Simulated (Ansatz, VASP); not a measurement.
Two plane-wave programs on LiF

File INCAR:

```
SYSTEM = LiF
PREC = Accurate
ENCUT = 520
EDIFF = 1E-7
ISMEAR = 0
SIGMA = 0.05
LREAL = .False.
LASPH = .True.
NELM = 60
ALGO = Normal
ISIF = 2
LWAVE = .False.
LCHARG = .False.
GGA = PE
NBANDS = 12
```

File KPOINTS:

```
Automatic mesh
0
Gamma
  10 10 10
  0 0 0
```

File POSCAR:

```
LiF
1.0
    2.4571516800      0.0000000000      0.0000000000
    0.0000000000      2.4571516800      0.0000000000
    0.0000000000      0.0000000000      2.6619143200
Li F
1 1
Direct
    0.0000000000      0.0000000000      0.0000000000
    0.5000000000      0.5000000000      0.5000000000
```

Input for Ansatz:

```yaml
crystal:
  lattice:
    - [2.45715168, 0.0, 0.0]
    - [0.0, 2.45715168, 0.0]
    - [0.0, 0.0, 2.66191432]
  atoms:
    - { symbol: Li, position: [0.0, 0.0, 0.0] }
    - { symbol: F, position: [0.5, 0.5, 0.5] }
basis:
  ecutwfc: 420
kpoints:
  mp_grid: { grid: [10, 10, 10] }
hamiltonian:
  xc: pbe
scf:
  occupations: { method: gaussian, width: 0.05 }
output:
  forces: true
  stress: true
  eigenvalues: true
```

Change from the starting cell: strain -0.040 along x and y, +0.040 along z, atoms carried along.

Alike in both runs: task single point; functional PBE; k mesh 10 × 10 × 10; occupations gaussian, width 0.05 eV; no spin polarisation.

```csv
,VASP,Ansatz
version,VASP 6.6.1,Ansatz 0.2.0
potentials or method,"VASP PAW PBE potentials, release 64 (Li_sv, F), cutoff 520 eV","scalar-relativistic, plane waves, PAW"
valence electrons in the cell,10,10
```

VASP gave:

| Property | Result |
| --- | --- |
| gap on the k mesh at the Fermi level (eV) | 7.55 |
| least direct gap on the mesh (eV) | 8.17 |

**Question.** Which values does Ansatz return?

**Answer.** gap on the k mesh at the Fermi level (eV): 7.54; least direct gap on the mesh (eV): 8.16.

Noted on VASP's run: the cutoff is short for stress, so the pressure is rough.
